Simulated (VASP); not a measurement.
Wanted: the native input for a VASP 6.6.1 run.

| Property | Result |
| --- | --- |
| Task | single point |
| Functional | PBEsol |
| Potentials or basis | VASP PAW PBE potentials, release 64 (Ta_pv) |
| Cutoff | 520 eV |
| k mesh | 24 × 24 × 24 |
| Occupations | fermi-dirac, width 0.1 eV |
| Spin | no spin polarisation |
| Dipole correction | no |
| Further INCAR settings | ALGO = Normal; EDIFF = 1e-06; NBANDS = 12 |

The structure of Ta lies in POSCAR:

```
Ta
1.0
   -1.6359064354      1.6359064354      1.6359064354
    1.6359064354     -1.6359064354      1.6359064354
    1.6359064354      1.6359064354     -1.6359064354
Ta
1
Direct
    0.0000000000      0.0000000000      0.0000000000
```

The input as run:

INCAR

```
SYSTEM = Ta
PREC     = Accurate       ! precision mode
ENCUT    = 520            ! plane-wave cutoff, eV
EDIFF    = 1E-6           ! SCF threshold, eV
ISMEAR   = -1             ! smearing method
SIGMA    = 0.1            ! smearing width, eV
LREAL    = .FALSE.        ! projectors in reciprocal space
LASPH    = .TRUE.         ! aspherical terms in the spheres
NELM     = 60             ! most SCF steps
ALGO     = Normal         ! electronic algorithm
ISIF     = 2              ! what is computed and relaxed
LWAVE    = .FALSE.        ! write WAVECAR
LCHARG   = .TRUE.         ! write CHGCAR
GGA      = PS             ! functional
LELF     = .TRUE.         ! ELF
LVHAR    = .TRUE.       
NBANDS   = 12             ! bands
```

KPOINTS

```
Automatic mesh
0
G
  24 24 24
  0 0 0
```

Potentials or basis: VASP PAW PBE potentials, release 64 (Ta_pv).

Launch:

```sh
$ cat potpaw_PBE.64/Ta_pv/POTCAR > POTCAR
$ mpirun -np 1 vasp_std > vasp.out
```

Results of the run:

```json
{
  "Pressure": "2.2 GPa"
}
```

Caveat: the PAW data sets were made with another functional, which shifts forces and pressure a little.

Run time: 90 s on 1 thread of AMD EPYC 7R43 64-Core Processor (Zen 3), on a shared host, peak memory 0.18 GiB.
